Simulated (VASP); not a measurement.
Runs of VASP 6.6.1 on Pd. The structure is that of space group Fm-3m (No. 225), or close to it. The cells are those of the table. 

```tsv
task	cell	k mesh	cutoff (eV)	gap on the mesh (eV)	pressure (GPa)
single point	a = 2.706 Å, angles 60.0°, 1 atom	23 × 23 × 23	520	none	8.6
relaxation of cell and atoms	relaxed from a = 2.751 Å, angles 60.0°, 1 atom	14 × 14 × 14	600	none	0.0
single point	a = 2.628 Å, angles 60.0°, 1 atom	23 × 23 × 23	520	none	35.7
single point	a = 2.743 Å, angles 60.0°, 1 atom	23 × 23 × 23	520	none	(a)
```

Alike in all rows: level PBEsol; potentials or basis VASP PAW PBE potentials, release 64 (Pd); no spin polarisation; smearing fermi-dirac 0.1 eV.

Problem. Fill in the values left out.

Solution. (a) -0.5.

Caveats: the PAW data sets were made with another functional, which shifts forces and pressure a little.

A k mesh can miss the band edges, and the runs leave out spin-orbit coupling on Pd.

A gap of «none» marks levels without a gap at the run's occupations.
